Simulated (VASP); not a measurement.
# Fe (I4_1/amd) in VASP: a series of runs

The runs below take Fe through single point, relaxation of shape and atoms at fixed volume, with PBE.

All numbers are computed with VASP 6.6.1; they aren't measurements. Logs are shortened: lines on timing, memory, paths and dates and some standing lists are left out, and cuts for length are marked.

### 1 The cell of the first run

Symmetry: I4_1/amd, No. 141, tetragonal system. Conventional cell: a = 4.582 Å, b = 4.582 Å, c = 2.445 Å, α = 90.00°, β = 90.00°, γ = 90.00°. Fe (site symmetry -4m2) has 10 Fe at 2.37 to 2.93 Å within 3.1 Å.

### 2 Single point, PBE, collinear spin, ferromagnetic start

File INCAR:

```
PREC     = Accurate       # precision mode
ENCUT    = 520            # plane-wave cutoff, eV
EDIFF    = 1E-6           # SCF threshold, eV
ISMEAR   = -1             # smearing method
SIGMA    = 0.05           # smearing width, eV
LREAL    = False          # projectors in reciprocal space
LASPH    = True           # aspherical terms in the spheres
NELM     = 150            # most SCF steps
ALGO     = Normal         # electronic algorithm
ISIF     = 2              # what is computed and relaxed
LWAVE    = False          # write WAVECAR
LCHARG   = True           # write CHGCAR
ISPIN    = 2              # spin polarisation
MAGMOM   = 2.5 2.5        # initial moments
LORBIT   = 11             # projections on sites
LMAXMIX  = 4              # l up to which the mixer works
GGA      = PE             # functional
LELF     = True           # ELF
LVHAR    = True         
NBANDS   = 19             # bands
```

File KPOINTS:

```
Automatic mesh
0
Gamma
  18 18 18
```

File POSCAR:

```
Fe
1.0
   -2.2912415296      2.2912415296      1.2223578945
    2.2912415296     -2.2912415296      1.2223578945
    2.2912415296      2.2912415296     -1.2223578945
Fe
2
Direct
   -0.3750000000     -0.1250000000     -0.2500000000
    0.3750000000      0.1250000000      0.2500000000
```

Potentials or basis: VASP PAW PBE potentials, release 64 (Fe).

The run is started by

```console
cat potpaw_PBE.64/Fe/POTCAR > POTCAR
mpirun -np 1 vasp_std > vasp.out
```

OUTCAR:

```text
PREC = Accurate
   ENCUT = 520
   EDIFF = 1E-6
   ISMEAR = -1
   LREAL = False
   LASPH = True
   NELM = 150
   ISIF = 2
   ISPIN = 2
   LORBIT = 11
   GGA = PE

 ion  position               nearest neighbor table
   1  0.625  0.875  0.750-   2 2.37   2 2.37   2 2.37   2 2.37   2 2.93   2 2.93   2 2.93   2 2.93

   2  0.375  0.125  0.250-   1 2.37   1 2.37   1 2.37   1 2.37   1 2.93   1 2.93   1 2.93   1 2.93

  LATTYP: Found a body centered tetragonal cell.
 ALAT       =     4.5824830592
 C/A-ratio  =     0.5334915061

  Lattice vectors:

 A1 = (  -2.2912415296,   2.2912415296,   1.2223578945)
 A2 = (   2.2912415296,  -2.2912415296,   1.2223578945)
 A3 = (   2.2912415296,   2.2912415296,  -1.2223578945)

Analysis of symmetry for initial positions (statically):
=====================================================================
 Subroutine PRICEL returns:
 Original cell was already a primitive cell.

 Routine SETGRP: Setting up the symmetry group for a
 body centered tetragonal supercell.

 Subroutine GETGRP returns: Found 16 space group operations
 (whereof  4 operations were pure point group operations)
 out of a pool of 16 trial point group operations.

The static configuration has the point symmetry C_2h.
 The point group associated with its full space group is D_4h.

Analysis of symmetry for dynamics (positions and initial velocities):
=====================================================================
 Subroutine PRICEL returns:
 Original cell was already a primitive cell.

 Routine SETGRP: Setting up the symmetry group for a
 body centered tetragonal supercell.

 Subroutine GETGRP returns: Found 16 space group operations
 (whereof  4 operations were pure point group operations)
 out of a pool of 16 trial point group operations.

The dynamic configuration has the point symmetry C_2h.
 The point group associated with its full space group is D_4h.

Analysis of structural, dynamic, and magnetic symmetry:
=====================================================================
 Subroutine PRICEL returns:
 Original cell was already a primitive cell.

 Routine SETGRP: Setting up the symmetry group for a
 body centered tetragonal supercell.

 Subroutine GETGRP returns: Found 16 space group operations
 (whereof  4 operations were pure point group operations)
 out of a pool of 16 trial point group operations.

The overall configuration has the point symmetry C_2h.
 The point group associated with its full space group is D_4h.

 Subroutine INISYM returns: Found 16 space group operations
 (whereof  4 operations are pure point group operations),
 and found     1 'primitive' translations

----------------------------------------------------------------------------------------

                                     Primitive cell

  volume of cell :      25.6685

  direct lattice vectors                    reciprocal lattice vectors
    -2.291241530  2.291241530  1.222357894     0.000000000  0.218222302  0.409045503
     2.291241530 -2.291241530  1.222357894     0.218222302  0.000000000  0.409045503
     2.291241530  2.291241530 -1.222357894     0.218222302  0.218222302  0.000000000

  length of vectors
     3.463197123  3.463197123  3.463197123     0.463615354  0.463615354  0.308612938

  position of ions in fractional coordinates (direct lattice)
     0.625000000  0.875000000  0.750000000
     0.375000000  0.125000000  0.250000000

  ion indices of the primitive-cell ions
   primitive index   ion index
                 1           1
                 2           2

----------------------------------------------------------------------------------------

 KPOINTS: Automatic mesh

Automatic generation of k-mesh.
 Grid dimensions read from file:
 generate k-points for:   18   18   18

 Generating k-lattice:

  Cartesian coordinates                     Fractional coordinates (reciprocal lattice)
     0.000000000  0.012123461  0.022724750     0.055555556  0.000000000  0.000000000
     0.012123461  0.000000000  0.022724750     0.000000000  0.055555556  0.000000000
     0.012123461  0.012123461  0.000000000     0.000000000  0.000000000  0.055555556

  Length of vectors
     0.025756409  0.025756409  0.017145163

  Shift w.r.t. Gamma in fractional coordinates (k-lattice)
     0.000000000  0.000000000  0.000000000

 Subroutine IBZKPT returns following result:
 ===========================================

 Found    480 irreducible k-points:

 Following reciprocal coordinates:
            Coordinates               Weight
  0.000000  0.000000  0.000000      1.000000
  0.055556  0.000000 -0.000000      8.000000
  0.111111  0.000000 -0.000000      8.000000
  0.166667  0.000000  0.000000      8.000000
  0.222222  0.000000 -0.000000      8.000000
  0.277778  0.000000  0.000000      8.000000
[... 16 lines left out ...]
 -0.277778  0.055556  0.000000     16.000000
 -0.222222  0.055556  0.000000     16.000000
 [... further k-points ...]
   k-points           NKPTS =    480   k-points in BZ     NKDIM =    480   number of bands    NBANDS=     19
   number of dos      NEDOS =    301   number of ions     NIONS =      2
   total plane-waves  NPLWV =  21952
   dimension x,y,z NGX =    28 NGY =   28 NGZ =   28
   dimension x,y,z NGXF=    56 NGYF=   56 NGZF=   56
   ions per type =               2
   NGX,Y,Z   is equivalent  to a cutoff of  13.44, 13.44, 13.44 a.u.
   NGXF,Y,Z  is equivalent  to a cutoff of  26.88, 26.88, 26.88 a.u.
 SYSTEM =  unknown system
   PREC   = accura    normal or accurate (medium, high low for compatibility)
   ISTART =      0    job   : 0-new  1-cont  2-samecut
   ICHARG =      2    charge: 1-file 2-atom 10-const
   ISPIN  =      2    spin polarized calculation?
   LNONCOLLINEAR =      F non collinear calculations
   LSORBIT =      F    spin-orbit coupling
   LASPH  =      T    aspherical Exc in radial PAW
   ENCUT  =  520.0 eV  38.22 Ry    6.18 a.u.   6.44  6.44  6.44*2*pi/ulx,y,z
   NELM   =    150;   NELMIN=  2; NELMDL= -5     # of ELM steps
   EDIFF  = 0.1E-05   stopping-criterion for ELM
   LREAL  =      F    real-space projection
   EDIFFG = 0.1E-04   stopping-criterion for IOM
   NSW    =      0    number of steps for IOM
   IBRION =     -1    ionic relax: 0-MD 1-quasi-New 2-CG
   NFREE  =      0    steps in history (QN), initial steepest desc. (CG)
   ISIF   =      2    stress and relaxation
   ISYM   =      2    0-nonsym 1-usesym 2-fastsym
   POTIM  = 0.5000    time-step for ionic-motion
   TEBEG  =    0.0;   TEEND  =   0.0 temperature during run
   PSTRESS=    0.0 pullay stress
   NELECT =      16.0000    total number of electrons
   NUPDOWN=      -1.0000    fix difference up-down
   EMIN   =  10.00;   EMAX   =-10.00  energy-range for DOS
   EFERMI =   0.00;   METHOD = LEGACY
   ISMEAR =    -1;   SIGMA  =   0.05  broadening in eV -4-tet -1-fermi 0-gaus
   EFERMI_NEDOS =   21; number of points for ismear=-14 and -15
   IALGO  =     38    algorithm
   IMIX   =      4    mixing-type and parameters
     AMIX     =   0.40;   BMIX     =  1.00
     AMIX_MAG =   1.60;   BMIX_MAG =  1.00
  volume/ion in A,a.u.               =      12.83        86.61
  Fermi-wavevector in a.u.,A,eV,Ry     =   1.398454  2.642694 26.608546  1.955673
  Thomas-Fermi vector in A             =   2.521610
   LORBIT       =     11    0 simple, 1 ext, 2 COOP (PROOUT), +10 PAW based schemes
   GGA     = PE    functional components
   LHFCALC =     F    Hartree Fock is set to
   AEXX    =    0.0000 exact exchange contribution
   IVDW    =     0    specifies the selected vdW correction
   LEPSILON=     F    determine dielectric tensor
   LRPA    =     F    only Hartree local field effects (RPA)
 spin polarized calculation
  energy-cutoff  :      520.00
  volume of cell :       25.67
 maximum number of plane-waves:       713
 NGX is ok and might be reduce to    28
   NGX = 13   NGY = 13   NGZ = 13

 number of electron      16.0000003 magnetization       5.0509059

 Free energy of the ion-electron system (eV)
  ---------------------------------------------------
  ext. energy  EPLUGINS =         0.00000000
  ---------------------------------------------------
  free energy    TOTEN  =       -15.46890015 eV

  energy without entropy =      -15.45221645  energy(sigma->0) =      -15.46055830

 E-fermi :   5.0107     XC(G=0): -12.3683

 val. band max:        5.0085181678   @ k =   0.3333   0.2778   0.1667
 cond. band min:       5.0107551463   @ k =   0.3333   0.0556   0.0000
 fundamental gap:      0.0022369785
 Fermi energy:         5.0107220549

 spin component 1

 k-point     1 :       0.0000    0.0000    0.0000
  band No.  band energies     occupation
      1      -3.0759      1.00000
      2       0.0506      1.00000
      3       1.3128      1.00000
      4       1.5680      1.00000
      5       1.9591      1.00000
      6       3.6112      1.00000
[... 11 lines left out ...]
     18      28.8113      0.00000
     19      29.6893      0.00000

 k-point     2 :       0.0556    0.0000   -0.0000
  band No.  band energies     occupation
      1      -2.9661      1.00000
      2       0.0942      1.00000
      3       1.3114      1.00000
      4       1.6641      1.00000
      5       2.0033      1.00000
      6       3.4158      1.00000
[... 11 lines left out ...]
     18      27.2661      0.00000
     19      27.5196      0.00000

 k-point     3 :       0.1111    0.0000   -0.0000
  band No.  band energies     occupation
      1      -2.6420      1.00000
      2       0.2201      1.00000
      3       1.3427      1.00000
      4       1.8927      1.00000
      5       2.1248      1.00000
      6       3.0930      1.00000
[... 434 lines left out ...]
      1      -1.2441      1.00000
      2       0.6847      1.00000
      3       1.5066      1.00000
      4       2.0045      1.00000
      5       2.3543      1.00000
      6       2.6233      1.00000
[... 11 lines left out ...]
     18      21.8331      0.00000
     19      24.1122      0.00000

 k-point    24 :      -0.2222    0.0556    0.0000
  band No.  band energies     occupation
      1      -1.9444      1.00000
      2       0.4786      1.00000
      3       1.4601      1.00000
      4       1.9801      1.00000
      5       2.2789      1.00000
      6       2.7896      1.00000
[... 11 lines left out ...]
     18      23.3328      0.00000
     19      25.4452      0.00000

 [... further k-points ...]

 spin component 2

 k-point     1 :       0.0000    0.0000    0.0000
  band No.  band energies     occupation
      1      -2.7654      1.00000
      2       2.0612      1.00000
      3       2.9731      1.00000
      4       3.2838      1.00000
      5       3.8503      1.00000
      6       6.5019      0.00000
[... 11 lines left out ...]
     18      29.2832      0.00000
     19      30.0331      0.00000

 k-point     2 :       0.0556    0.0000   -0.0000
  band No.  band energies     occupation
      1      -2.6553      1.00000
      2       2.1119      1.00000
      3       2.9734      1.00000
      4       3.3870      1.00000
      5       3.8984      1.00000
      6       6.2225      0.00000
[... 11 lines left out ...]
     18      27.8191      0.00000
     19      28.0465      0.00000

 k-point     3 :       0.1111    0.0000   -0.0000
  band No.  band energies     occupation
      1      -2.3295      1.00000
      2       2.2578      1.00000
      3       3.0091      1.00000
      4       3.6431      1.00000
      5       4.0324      1.00000
      6       5.7706      0.00000
[... 434 lines left out ...]
      1      -0.8860      1.00000
      2       2.7264      1.00000
      3       3.2638      1.00000
      4       3.8766      1.00000
      5       4.5028      0.99996
      6       5.0011      0.54774
[... 11 lines left out ...]
     18      22.4523      0.00000
     19      24.9428      0.00000

 k-point    24 :      -0.2222    0.0556    0.0000
  band No.  band energies     occupation
      1      -1.6200      1.00000
      2       2.5152      1.00000
      3       3.1496      1.00000
      4       3.8225      1.00000
      5       4.2019      1.00000
      6       5.3485      0.00116
[... 11 lines left out ...]
     18      23.8560      0.00000
     19      26.2253      0.00000

 [... further k-points ...]
[... 5 lines left out ...]
  --------------------------------------------------------------------------------------
  -------------------------------------------------------------------------------------
  Total       -0.0258261     -0.0258261     -0.0081047      0.0000000     -0.0000000      0.0000000
  in kB       -1.6120184     -1.6120184     -0.5058788      0.0000000     -0.0000000      0.0000000
  external PRESSURE =      -1.2433052 kB  Pullay stress =       0.0000000 kB

 VOLUME and BASIS-vectors are now :
 -----------------------------------------------------------------------------
  energy-cutoff  :      520.00
  volume of cell :       25.67
      direct lattice vectors                 reciprocal lattice vectors
    -2.291241530  2.291241530  1.222357894     0.000000000  0.218222302  0.409045503
     2.291241530 -2.291241530  1.222357894     0.218222302  0.000000000  0.409045503
     2.291241530  2.291241530 -1.222357894     0.218222302  0.218222302  0.000000000

 POSITION                                       TOTAL-FORCE (eV/Angst)
 -----------------------------------------------------------------------------------
      2.29124      1.14562      0.91677         0.000000     -0.000000      0.000000
      0.00000      1.14562      0.30559        -0.000000      0.000000     -0.000000
 -----------------------------------------------------------------------------------
    total drift:                                0.000000      0.000000     -0.000000

  FREE ENERGIE OF THE ION-ELECTRON SYSTEM (eV)
  ---------------------------------------------------
  free  energy   TOTEN  =       -15.4689001462 eV

  energy  without entropy=      -15.4522164538  energy(sigma->0) =      -15.46055830

 total charge

# of ion       s       p       d       tot
------------------------------------------
    1        0.480   0.440   6.244   7.164
    2        0.480   0.440   6.244   7.164
--------------------------------------------------
tot          0.960   0.879  12.489  14.328

 magnetization (x)

# of ion       s       p       d       tot
------------------------------------------
    1       -0.000  -0.012   2.525   2.513
    2       -0.000  -0.012   2.525   2.513
--------------------------------------------------
tot         -0.000  -0.024   5.050   5.026
```

Wall time 6.9 min (1 thread of Intel Xeon Platinum 8488C (Sapphire Rapids), shared host); peak memory 0.43 GiB.

What came out:

```yaml
Free_energy: -15.4689 eV
Pressure: -0.1 GPa
Net_moment: 5.05 μB per cell
Site_moments: Fe +2.51 μB
Valence_electrons_inside_the_program's_atomic_spheres: Fe 7.16
```

Stress tensor (GPa, compression positive):
```
-0.16  0.00  0.00
 0.00 -0.16  0.00
 0.00  0.00 -0.05
```

[end of part 1 of 2]
